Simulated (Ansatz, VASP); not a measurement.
Te2Mo: VASP beside Ansatz

File INCAR:

```
SYSTEM = Te2Mo
  ALGO = Normal
  EDIFF = 1E-6
  ENCUT = 520
  ISIF = 2
  ISMEAR = 0
  KPAR = 4
  LASPH = .TRUE.
  LCHARG = .TRUE.
  LREAL = .FALSE.
  LVHAR = .TRUE.
  LWAVE = .FALSE.
  NBANDS = 49
  NELM = 100
  PREC = Accurate
  SIGMA = 0.05
```

The input KPOINTS:

```
k-points
0
G
  12 12 1
  0 0 0
```

POSCAR

```
Te2Mo
1.0
    3.4709964735      0.0000000000      0.0000000000
   -1.7354982368      3.0059711225      0.0000000000
    0.0000000000      0.0000000000     30.2065362563
Te Mo
6 3
Direct
   -0.0576203409      0.0000000000      0.9405159683
    0.3633996974      0.6666666667      0.7128929968
    0.3608848072      0.6666666667      0.1682534351
    0.3608848072      0.6666666667      0.8317465649
    0.3633996974      0.6666666667      0.2871070032
   -0.0576203409      0.0000000000      0.0594840317
    0.0285848745      0.0000000000      0.7722229666
    0.0285848745      0.0000000000      0.2277770334
    0.2761702413      0.6666666667      0.0000000000
```

Input for Ansatz:

```yaml
crystal:
  lattice:
    - [3.4709964735, 0.0, 0.0]
    - [-1.7354982368, 3.0059711225, 0.0]
    - [0.0, 0.0, 30.2065362563]
  atoms:
    - { symbol: Te, position: [-0.0576203409, 0.0, 0.9405159683] }
    - { symbol: Te, position: [0.3633996974, 0.6666666667, 0.7128929968] }
    - { symbol: Te, position: [0.3608848072, 0.6666666667, 0.1682534351] }
    - { symbol: Te, position: [0.3608848072, 0.6666666667, 0.8317465649] }
    - { symbol: Te, position: [0.3633996974, 0.6666666667, 0.2871070032] }
    - { symbol: Te, position: [-0.0576203409, 0.0, 0.0594840317] }
    - { symbol: Mo, position: [0.0285848745, 0.0, 0.7722229666] }
    - { symbol: Mo, position: [0.0285848745, 0.0, 0.2277770334] }
    - { symbol: Mo, position: [0.2761702413, 0.6666666667, 0.0] }
basis:
  ecutwfc: 420
kpoints:
  mp_grid: { grid: [12, 12, 1] }
hamiltonian:
  xc: lda
scf:
  occupations: { method: gaussian, width: 0.05 }
output:
  forces: true
  stress: true
  eigenvalues: true
```

Change from the starting cell: mode 7 (24.8 1/cm) frozen in, largest displacement -0.200 Å.

Alike in both runs: task single point; functional LDA; k mesh 12 × 12 × 1; occupations gaussian, width 0.05 eV; no spin polarisation.

```csv
,VASP,Ansatz
version,VASP 6.6.1,Ansatz 0.2.0
potentials or method,"VASP PAW LDA potentials, release 64 (Te, Mo_sv), cutoff 520 eV","scalar-relativistic, plane waves, PAW"
valence electrons in the cell,78,138
```

VASP gave:

- gap on the k mesh at the Fermi level (eV): 0.80
- least direct gap on the mesh (eV): 1.15
- rms of the force components (eV/Å): 0.030

Problem. Estimate Ansatz's values.

Solution. gap on the k mesh at the Fermi level (eV): 0.82; least direct gap on the mesh (eV): 1.15; rms of the force components (eV/Å): 0.023.

LDA's correlation is that of Perdew and Zunger in VASP and of Perdew and Wang (1992) in Ansatz. Atom by atom the forces differ by 0.027 eV/Å (rms over components). VASP's potentials hold 78 valence electrons a cell and Ansatz's 138, so a difference there can come from the potentials and not from the codes.

Spin-orbit coupling is off throughout.
